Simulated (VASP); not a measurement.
BN: relaxation of shape and atoms at fixed volume with PBE+D3(BJ)

Crystal: BN.

```
B N
1.0
     0.00000    3.57439    2.19928
     1.27075    0.00000    2.19928
     1.27075    3.57439    0.00000
B N
1 1
Cartesian
  1.2707 3.5744 0.0003
  1.2707 3.5744 2.9322
```

```json
{
 "Program": "VASP 6.6.1",
 "Task": "relaxation of shape and atoms at fixed volume",
 "Functional": "PBE",
 "Dispersion": "D3(BJ)",
 "Potentials or basis": "VASP PAW PBE potentials, release 64 (B, N)",
 "Cutoff": "600 eV",
 "k mesh": "12 × 12 × 12",
 "Occupations": "gaussian, width 0.02 eV",
 "Spin": "no spin polarisation",
 "Dipole correction": "no",
 "Further INCAR settings": "ALGO = Normal; EDIFF = 1e-06; IBRION = 2; EDIFFG = -0.01; NSW = 50; ISIF = 4"
}
```

The energy gained by relaxing is 8.3 meV/atom and the ionic steps are 3. The pressure after relaxing is -1.7 GPa and the band gap on the k mesh is 3.99 eV (least direct gap 4.54 eV). The dispersion energy per atom is -0.125 eV.

Stress tensor (GPa, compression positive):
```
-1.77  0.00  0.00
 0.00 -1.70  0.00
 0.00  0.00 -1.65
```

Step by step:
| step | energy change (eV) | largest force (eV/Å) | pressure (GPa) | volume (Å³) |
| --- | --- | --- | --- | --- |
| 1 | 0.0000 | 0.0015 | -8.95 | 19.98 |
| 2 | -0.0165 | 0.0015 | -1.94 | 19.98 |
| 3 | -0.0165 | 0.0016 | -1.71 | 19.98 |

Final structure:
```xyz
2
Lattice="0.0000 3.6585 2.1739 1.2560 0.0000 2.1739 1.2560 3.6585 0.0000" Properties=species:S:1:pos:R:3 pbc="T T T"
B     1.2560    3.6585    0.0002
N     1.2560    3.6585    2.8985
```

Levels at points of the mesh, in eV from the valence-band top:
```tsv
k point	band 1	band 2	band 3	band 4	band 5	band 6	band 7	band 8
(0.00, 0.00, 0.00)	-17.76	-4.60	-1.42	-1.42	4.69	11.44	11.48	12.75
(0.50, 0.00, 0.00)	-14.63	-8.93	-4.19	-0.98	4.65	9.70	13.09	15.10
(0.50, 0.50, 0.00)	-14.66	-8.99	-4.19	-0.61	5.56	9.32	12.10	13.42
(0.50, 0.00, 0.50)	-17.62	-5.89	-1.43	-1.41	9.06	11.36	11.41	11.48
(0.00, 0.50, 0.50)	-14.59	-8.86	-4.21	-1.32	3.99	9.81	14.16	17.89
```

Run time: 110 s on 1 thread of Intel Xeon 8259CL, on a shared host, peak memory 0.21 GiB.

A k mesh can miss the band edges.
